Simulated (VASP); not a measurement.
A run of VASP 6.6.1:

INCAR

```
PREC     = Accurate       # precision mode
ENCUT    = 520            # plane-wave cutoff, eV
EDIFF    = 1E-6           # SCF threshold, eV
ISMEAR   = 0              # smearing method
SIGMA    = 0.01           # smearing width, eV
LREAL    = False          # projectors in reciprocal space
LASPH    = True           # aspherical terms in the spheres
NELM     = 60             # most SCF steps
ALGO     = Normal         # electronic algorithm
ISIF     = 2              # what is computed and relaxed
LWAVE    = False          # write WAVECAR
LCHARG   = True           # write CHGCAR
GGA      = PE             # functional
LELF     = True           # ELF
LVHAR    = True         
NBANDS   = 15             # bands
```

KPOINTS

```
regular mesh
0
Gamma
  4 4 4
```

POSCAR

```
KI
1.0
    0.0000000000      3.5442852436      3.5442852436
    3.5442852436      0.0000000000      3.5442852436
    3.5442852436      3.5442852436      0.0000000000
K I
1 1
Direct
    0.0000000000      0.0000000000      0.0000000000
    0.5000000000      0.5000000000      0.5000000000
```

Potentials or basis: VASP PAW PBE potentials, release 64 (K_sv, I).

Run with:

```sh
$ cat potpaw_PBE.64/K_sv/POTCAR potpaw_PBE.64/I/POTCAR > POTCAR
$ mpirun -np 1 vasp_std > vasp.out
```

Hardware: 1 thread of Intel(R) Xeon(R) Platinum 8259CL CPU @ 2.50GHz (Skylake/Cascade Lake), with other jobs on the host.

Task: How long does it take, and how much memory?

Result: Wall time 14 s on 1 thread of Intel(R) Xeon(R) Platinum 8259CL CPU @ 2.50GHz (Skylake/Cascade Lake), on a shared host, peak memory 0.23 GiB. Counts: scf iterations 12, k points 8.
